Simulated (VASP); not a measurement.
# Zr in VASP: further runs, part 2 of 2

VASP 6.6.1. The steps go on from the part before.

### Step 3. Single point, LDA (strain +0.030 along x and y, +0.000 along z)

INCAR

```
  PREC = Accurate
  ENCUT = 520
  EDIFF = 1E-7
  ISMEAR = 0
  SIGMA = 0.15
  LREAL = F
  LASPH = T
  NELM = 80
  ALGO = Fast
  ISIF = 2
  LWAVE = F
  LCHARG = T
  LELF = T
  LVHAR = T
  NBANDS = 12
```

KPOINTS

```
regular mesh
0
Gamma
  18 18 18
```

POSCAR

```
Zr
1.0
    0.0000000000      2.3226500000      2.2550000000
    2.3226500000      0.0000000000      2.2550000000
    2.3226500000      2.3226500000      0.0000000000
Zr
1
Direct
    0.0000000000      0.0000000000      0.0000000000
```

Potentials or basis: VASP PAW LDA potentials, release 64 (Zr_sv).

On the command line:

```
$ cat potpaw_LDA.64/Zr_sv/POTCAR > POTCAR
$ mpirun -np 1 vasp_std > vasp.out
```

OUTCAR:

```text
PREC = Accurate
   ENCUT = 520
   EDIFF = 1E-7
   ISMEAR = 0
   LREAL = F
   LASPH = T
   NELM = 80
   ISIF = 2

 ion  position               nearest neighbor table
   1  0.000  0.000  0.000-

  LATTYP: Found a body centered tetragonal cell.
 ALAT       =     3.2847231306
 C/A-ratio  =     1.3730228761

  Lattice vectors:

 A1 = (   0.0000000000,  -2.3226500000,  -2.2550000000)
 A2 = (   0.0000000000,   2.3226500000,  -2.2550000000)
 A3 = (   2.3226500000,   0.0000000000,   2.2550000000)

Analysis of symmetry for initial positions (statically):
=====================================================================
 Subroutine PRICEL returns:
 Original cell was already a primitive cell.

 Routine SETGRP: Setting up the symmetry group for a
 body centered tetragonal supercell.

 Subroutine GETGRP returns: Found 16 space group operations
 (whereof 16 operations were pure point group operations)
 out of a pool of 16 trial point group operations.

The static configuration has the point symmetry D_4h.

Analysis of symmetry for dynamics (positions and initial velocities):
=====================================================================
 Subroutine PRICEL returns:
 Original cell was already a primitive cell.

 Routine SETGRP: Setting up the symmetry group for a
 body centered tetragonal supercell.

 Subroutine GETGRP returns: Found 16 space group operations
 (whereof 16 operations were pure point group operations)
 out of a pool of 16 trial point group operations.

The dynamic configuration has the point symmetry D_4h.

 Subroutine INISYM returns: Found 16 space group operations
 (whereof 16 operations are pure point group operations),
 and found     1 'primitive' translations

----------------------------------------------------------------------------------------

                                     Primitive cell

  volume of cell :      24.3301

[... 112 lines left out ...]
   LHFCALC =     F    Hartree Fock is set to
   AEXX    =    0.0000 exact exchange contribution
   IVDW    =     0    specifies the selected vdW correction
   LEPSILON=     F    determine dielectric tensor
   LRPA    =     F    only Hartree local field effects (RPA)
 non-spin polarized calculation
 RMM-DIIS sequential band-by-band and
 Gauss-broadening in eV      SIGMA  =   0.15
  energy-cutoff  :      520.00
  volume of cell :       24.33
 maximum number of plane-waves:       670
   NGX = 13   NGY = 13   NGZ = 13

 number of electron      12.0000000 magnetization

 Free energy of the ion-electron system (eV)
  ---------------------------------------------------
  ext. energy  EPLUGINS =         0.00000000
  ---------------------------------------------------
  free energy    TOTEN  =        -9.18171754 eV

  energy without entropy =       -9.16400633  energy(sigma->0) =       -9.17286194

 E-fermi :   8.1982     XC(G=0): -11.0960

 val. band max:        8.1977578656   @ k =   0.5000   0.2222   0.1667
 cond. band min:       8.1992365455   @ k =   0.2778   0.0000   0.0000
 fundamental gap:      0.0014786799
 Fermi energy:         8.1981577185

 k-point     1 :       0.0000    0.0000    0.0000
  band No.  band energies     occupation
      1     -40.3140      2.00000
      2     -18.0259      2.00000
      3     -18.0259      2.00000
      4     -18.0205      2.00000
      5       2.7581      2.00000
      6       9.0440      0.00000
      7       9.0440      0.00000
      8       9.3302      0.00000
      9      11.1850      0.00000
     10      11.5748      0.00000
     11      18.6904      0.00000
     12      22.3900      0.00000
[... 331 lines left out ...]
 k-point    24 :      -0.2222    0.0556    0.0000
  band No.  band energies     occupation
      1     -40.2563      2.00000
      2     -18.4315      2.00000
      3     -18.0972      2.00000
      4     -18.0778      2.00000
      5       4.3274      2.00000
      6       8.1921      1.04538
      7       9.3979      0.00000
      8       9.5342      0.00000
      9      10.9457      0.00000
     10      11.8000      0.00000
     11      19.3303      0.00000
     12      21.4769      0.00000

 [... further k-points ...]

------------------------ aborting loop because EDIFF is reached ----------------------------------------

  FORCE on cell =-STRESS in cart. coord.  units (eV):
  Direction    XX          YY          ZZ          XY          YZ          ZX
  --------------------------------------------------------------------------------------
  -------------------------------------------------------------------------------------
  Total       -1.5653118     -1.5653118     -1.4267277      0.0000000     -0.0000000     -0.0000000
  in kB     -103.0783242   -103.0783242    -93.9523387      0.0000000     -0.0000000     -0.0000000
  external PRESSURE =    -100.0363290 kB  Pullay stress =       0.0000000 kB

 VOLUME and BASIS-vectors are now :
 -----------------------------------------------------------------------------
  energy-cutoff  :      520.00
  volume of cell :       24.33
      direct lattice vectors                 reciprocal lattice vectors
     0.000000000  2.322650000  2.255000000    -0.215271350  0.215271350  0.221729490
     2.322650000  0.000000000  2.255000000     0.215271350 -0.215271350  0.221729490
     2.322650000  2.322650000  0.000000000     0.215271350  0.215271350 -0.221729490

 POSITION                                       TOTAL-FORCE (eV/Angst)
 -----------------------------------------------------------------------------------
      0.00000      0.00000      0.00000         0.000000      0.000000     -0.000000
 -----------------------------------------------------------------------------------
    total drift:                               -0.000000     -0.000000     -0.000000

  FREE ENERGIE OF THE ION-ELECTRON SYSTEM (eV)
  ---------------------------------------------------
  free  energy   TOTEN  =        -9.1817175447 eV

  energy  without entropy=       -9.1640063262  energy(sigma->0) =       -9.17286194
```

OSZICAR:

```text
N       E                     dE             d eps       ncg     rms          rms(c)
DAV:   1     0.857105050048E+02    0.85711E+02   -0.68771E+03 11560   0.994E+02
DAV:   2    -0.651564071104E+01   -0.92226E+02   -0.89671E+02 13292   0.269E+02
DAV:   3    -0.952114326607E+01   -0.30055E+01   -0.29564E+01 17384   0.410E+01
[... 12 lines left out ...]
RMM:  16    -0.918171332795E+01   -0.14241E-05   -0.45138E-06 16191   0.123E-02    0.407E-02
RMM:  17    -0.918171710370E+01   -0.37758E-05   -0.81452E-06 16067   0.335E-02    0.153E-02
RMM:  18    -0.918171737729E+01   -0.27359E-06   -0.21436E-06 15211   0.142E-02    0.717E-03
RMM:  19    -0.918171749208E+01   -0.11479E-06   -0.96408E-07 12771   0.810E-03    0.280E-03
RMM:  20    -0.918171754466E+01   -0.52580E-07   -0.60203E-07 11264   0.612E-03
   1 F= -.91817175E+01 E0= -.91728619E+01  d E =-.177112E-01
```

stdout:

```text
POSCAR found type information on POSCAR Zr
 POSCAR found :  1 types and       1 ions
 scaLAPACK will be used
 LDA part: xc-table for (Slater(with rela. corr.)+CA(PZ))
 , standard interpolation
 POSCAR, INCAR and KPOINTS ok, starting setup
 FFT: planning ... GRIDC
 FFT: planning ... GRID_SOFT
 FFT: planning ... GRID
 WAVECAR not read
 entering main loop
WARNING in EDDRMM: call to ZHEGV failed, returncode =   8  4      5
WARNING in EDDRMM: call to ZHEGV failed, returncode =   6  3      7
WARNING in EDDRMM: call to ZHEGV failed, returncode =   6  3      6
WARNING in EDDRMM: call to ZHEGV failed, returncode =   6  3     10
WARNING in EDDRMM: call to ZHEGV failed, returncode =   6  3      5
WARNING in EDDRMM: call to ZHEGV failed, returncode =   6  3     10
WARNING in EDDRMM: call to ZHEGV failed, returncode =   6  3      7
WARNING in EDDRMM: call to ZHEGV failed, returncode =   6  3      5
WARNING in EDDRMM: call to ZHEGV failed, returncode =   6  3      5
WARNING in EDDRMM: call to ZHEGV failed, returncode =   6  3      6
WARNING in EDDRMM: call to ZHEGV failed, returncode =   8  4      5
WARNING in EDDRMM: call to ZHEGV failed, returncode =   6  3      9
WARNING in EDDRMM: call to ZHEGV failed, returncode =   6  3     10
```

Run time: 2.2 min. Hardware: 1 thread of Intel Xeon 8259CL, shared host; peak memory 0.24 GiB.

What came out:

```yaml
Free_energy: -9.1817 eV
Pressure: -10.0 GPa
Band_gap_on_the_k_mesh: zero (bands 6 and 7 overlap by 1.50 eV)
```

Caveat: the cell differs from its parent crystal (strain +0.030 along x and y, +0.000 along z); the cell stands under tension.

### Step 4. Single point, LDA (strain -0.030 along x and y, +0.000 along z)

INCAR

```
SYSTEM = Zr
ALGO     = Fast           ! electronic algorithm
EDIFF    = 1E-7           ! SCF threshold, eV
ENCUT    = 520            ! plane-wave cutoff, eV
GGA      = CA             ! functional
ISIF     = 2              ! what is computed and relaxed
ISMEAR   = 0              ! smearing method
LASPH    = .TRUE.         ! aspherical terms in the spheres
LCHARG   = .FALSE.        ! write CHGCAR
LREAL    = .FALSE.        ! projectors in reciprocal space
LWAVE    = .FALSE.        ! write WAVECAR
NBANDS   = 12             ! bands
NELM     = 100            ! most SCF steps
PREC     = Accurate       ! precision mode
SIGMA    = 0.15           ! smearing width, eV
```

KPOINTS

```
k-points
0
G
  18 18 18
  0 0 0
```

POSCAR

```
Zr
1.0
    0.0000000000      2.1873500000      2.2550000000
    2.1873500000      0.0000000000      2.2550000000
    2.1873500000      2.1873500000      0.0000000000
Zr
1
Direct
    0.0000000000      0.0000000000      0.0000000000
```

On the command line:

```
$ cat potpaw_LDA.64/Zr_sv/POTCAR > POTCAR
$ mpirun -np 1 vasp_std > vasp.out
```

Wall time 2.1 min (1 thread of Intel Xeon 8259CL, shared host); peak memory 0.23 GiB.

Results (log left out):

```
Free energy            : -9.2743 eV
Pressure               : 0.0 GPa
Band gap on the k mesh : zero (bands 6 and 7 overlap by 1.56 eV)
```

Stress tensor (GPa, compression positive):
```
 0.32  0.00  0.00
 0.00  0.32  0.00
 0.00  0.00 -0.58
```

Levels at points of the mesh, in eV from the Fermi level:
| k point | band 4 | band 5 | band 6 | band 7 | band 8 | band 9 |
| --- | --- | --- | --- | --- | --- | --- |
| (0.00, 0.00, 0.00) | -25.83 | -5.64 | 0.74 | 1.09 | 1.09 | 3.35 |
| (0.50, 0.00, 0.00) | -25.96 | -3.14 | 0.57 | 0.94 | 1.49 | 5.52 |
| (0.50, 0.50, 0.00) | -26.23 | -3.29 | -2.42 | 3.18 | 5.64 | 6.20 |
| (0.50, 0.00, 0.50) | -26.26 | -3.29 | -2.48 | 3.67 | 5.58 | 6.02 |

Caveat: the cell differs from its parent crystal (strain -0.030 along x and y, +0.000 along z).

### Step 5. Summary

| cell | gap on the mesh (eV) | pressure (GPa) |
| --- | --- | --- |
| a = 3.093 Å, angles 60.0°, 1 atom | none | 3.3 |
| a = 3.237, b = 3.237, c = 3.285 Å, angles 59.5, 59.5, 61.0°, 1 atom | none | -10.0 |
| a = 3.142, b = 3.142, c = 3.093 Å, angles 60.5, 60.5, 59.0°, 1 atom | none | 0.0 |

Alike in all rows: task single point; level LDA; potentials or basis VASP PAW LDA potentials, release 64 (Zr_sv); no spin polarisation; k mesh 18 × 18 × 18; cutoff (eV) 520; smearing gaussian 0.15 eV.

Caveats: the cell stands under pressure (at least some runs); the cell stands under tension (at least some runs).

Absolute energies hang on the potentials; compare differences alone.
